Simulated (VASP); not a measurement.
A run of VASP 6.6.1:

The input INCAR:

```
SYSTEM = KCl
  PREC = Accurate
  ENCUT = 520
  EDIFF = 1E-6
  ISMEAR = 0
  SIGMA = 0.05
  LREAL = .False.
  LASPH = .True.
  NELM = 60
  ALGO = Normal
  ISIF = 2
  LWAVE = .False.
  LCHARG = .False.
  GGA = CA
  NBANDS = 15
```

Contents of KPOINTS:

```
Automatic mesh
0
Gamma
  6 6 6
  0 0 0
```

The input POSCAR:

```
KCl
1.0
    3.8391960000      0.0000000000      0.0000000000
    0.0000000000      3.9159799200      0.0000000000
    0.0000000000      0.0000000000      3.8391960000
K Cl
1 1
Direct
    0.0000000000      0.0000000000      0.0000000000
    0.5000000000      0.5000000000      0.5000000000
```

Potentials or basis: VASP PAW LDA potentials, release 64 (K_sv, Cl).

Launch:

```console
$ cat potpaw_LDA.64/K_sv/POTCAR potpaw_LDA.64/Cl/POTCAR > POTCAR
$ mpirun -np 1 vasp_std > vasp.out
```

Hardware: 1 thread of Intel(R) Xeon(R) Platinum 8488C (Sapphire Rapids) (shared host).

**Question.** How long does it take, and how much memory?

**Answer.** Wall time 26 s on 1 thread of Intel(R) Xeon(R) Platinum 8488C (Sapphire Rapids) (shared host), peak memory 0.16 GiB. Counts: scf iterations 12, k points 40.
